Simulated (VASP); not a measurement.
Write the native input for VASP 6.6.1 that does the following.

```yaml
Task: single point
Functional: PBE
Potentials_or_basis: VASP PAW PBE potentials, release 64 (Be, P, Pd)
Cutoff: 520 eV
k_mesh: 4 × 4 × 4
Occupations: gaussian, width 0.1 eV
Spin: no spin polarisation
Dipole_correction: no
Further_INCAR_settings: ALGO = Normal; EDIFF = 1e-06; NBANDS = 22
```

The structure of BeP3Pd lies in POSCAR:

```
BeP3Pd
1.0
    4.4199040208      0.0000000000      0.0000000000
    0.0000000000      4.4199040208      0.0000000000
    0.0000000000      0.0000000000      4.7250474709
Be P Pd
1 3 1
Direct
    0.0000000000      0.0000000000      0.3078373729
    0.5000000000      0.5000000000      1.0564090863
    0.0000000000      0.5000000000      0.2638790390
    0.5000000000      0.0000000000      0.2638790390
    0.5000000000      0.5000000000      0.5679954628
```

One way to write it, as run:

INCAR

```
PREC = Accurate
ENCUT = 520
EDIFF = 1E-6
ISMEAR = 0
SIGMA = 0.1
LREAL = False
LASPH = True
NELM = 100
ALGO = Normal
ISIF = 2
LWAVE = False
LCHARG = True
GGA = PE
LELF = True
LVHAR = True
NBANDS = 22
```

KPOINTS

```
Automatic mesh
0
Gamma
  4 4 4
```

Potentials or basis: VASP PAW PBE potentials, release 64 (Be, P, Pd).

Run with:

```sh
$ cat potpaw_PBE.64/Be/POTCAR potpaw_PBE.64/P/POTCAR potpaw_PBE.64/Pd/POTCAR > POTCAR
$ mpirun -np 1 vasp_std > vasp.out
```

Results of the run:

| Quantity | Value |
| --- | --- |
| Pressure | -0.1 GPa |
| Largest force | 0.028 eV/Å |
| Band gap on the k mesh | zero (an odd number of electrons rules out a gap without spin polarisation) |

Run time: 81 s on 1 thread of AMD EPYC 7R13, with other jobs on the host, peak memory 0.19 GiB.
